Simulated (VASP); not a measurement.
## NaAg3: single point with LDA

NaAg3:

```xyz
4
Lattice="4.2442 0.0000 0.0000 0.0000 4.2442 0.0000 0.0000 0.0000 4.2442" Properties=species:S:1:pos:R:3 pbc="T T T"
Na    0.0000    0.0000    0.0000
Ag    0.0000    2.1221    2.1858
Ag    2.1221    0.0000    2.1221
Ag    2.1221    2.1221    0.0000
```

| Quantity | Value |
| --- | --- |
| Program | VASP 6.6.1 |
| Task | single point |
| Functional | LDA |
| Potentials or basis | VASP PAW LDA potentials, release 64 (Na_pv, Ag) |
| Cutoff | 520 eV |
| k mesh | 4 × 4 × 4 |
| Occupations | fermi-dirac, width 0.01 eV |
| Spin | no spin polarisation |

```json
{
 "Pressure": "-7.5 GPa",
 "Largest force": "0.165 eV/Å",
 "Band gap on the k mesh": "zero (bands 20 and 21 overlap by 2.56 eV)"
}
```

Forces on the atoms (eV/Å):
```
Na   0.000  0.000  0.091
Ag   0.000  0.000 -0.165
Ag   0.000  0.000  0.024
Ag   0.000  0.000  0.051
```

Levels at points of the mesh, in eV from the Fermi level:
```csv
k point,band 16,band 17,band 18,band 19,band 20,band 21,band 22,band 23,band 24,band 25
"(0.00, 0.00, 0.00)",-3.26,-3.02,-3.02,-3.02,1.94,1.94,1.95,4.62,4.63,7.84
"(0.50, 0.00, 0.00)",-3.85,-3.63,-3.53,-3.41,-3.02,4.37,4.38,5.72,5.94,6.17
"(0.00, 0.50, 0.00)",-3.85,-3.64,-3.53,-3.41,-3.02,4.38,4.38,5.77,5.93,6.17
"(0.00, 0.00, 0.50)",-3.86,-3.63,-3.54,-3.39,-3.02,4.38,4.38,5.78,5.93,6.17
"(0.50, 0.50, 0.00)",-4.11,-3.84,-3.84,-2.25,-0.62,-0.61,-0.24,6.88,6.89,7.88
"(0.00, 0.50, 0.50)",-4.12,-3.84,-3.82,-2.25,-0.62,-0.61,-0.24,6.87,6.89,7.90
"(0.50, 0.00, 0.50)",-4.13,-3.84,-3.84,-2.25,-0.62,-0.61,-0.24,6.89,6.89,7.91
"(0.50, 0.50, 0.50)",-3.21,-3.21,-3.21,-0.34,0.30,0.31,0.31,1.89,1.89,1.90
```

Run time: 44 s on 1 thread of Intel(R) Xeon(R) Platinum 8375C CPU @ 2.90GHz (Ice Lake) (shared host), peak memory 0.18 GiB.

Caveat: the k points lie up to 0.37 Å⁻¹ apart, too coarse for converged energies and pressures of a metal.
